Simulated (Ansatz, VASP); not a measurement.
## Two plane-wave programs on Ta2AlN3

```
Ta Al N
1.0
     5.45169    0.00000    0.00000
    -2.72584    4.72130    0.00000
     0.00000    0.00000    2.84524
Ta Al N
2 1 3
Direct
  0.33333 0.66667 0.50000
  0.66667 0.33333 0.50000
  0.00000 0.00000 0.00000
  0.50000 0.00000 0.00000
  0.50000 0.50000 0.00000
  0.00000 0.50000 0.00000
```

Alike in both runs: functional PBE; k mesh 6 × 6 × 6; occupations gaussian, width 0.1 eV; no spin polarisation.

Ansatz relaxed the structure, and its values are those at the end. VASP's run is a single point on that final structure, the one shown.

|  | VASP | Ansatz |
| --- | --- | --- |
| version | VASP 6.6.1 | Ansatz 0.2.0 |
| potentials or method | VASP PAW PBE potentials, release 64 (Ta_sv_GW, Al, N), cutoff 700 eV | scalar-relativistic, plane waves, PAW |
| valence electrons in the cell | 44 | 44 |

```tsv
	VASP	Ansatz	Ansatz less VASP
gap on the k mesh at the Fermi level (eV)	none	none	-
pressure (GPa)	0.0	0.1	+0.01
```

A gap of «none» marks a metal or a gap that the smearing closes. The functional is the same, so the differences come from potentials, cutoffs and numerics.

The k mesh is coarse, so the values compare programs but aren't converged. Neither program's run includes spin-orbit coupling.
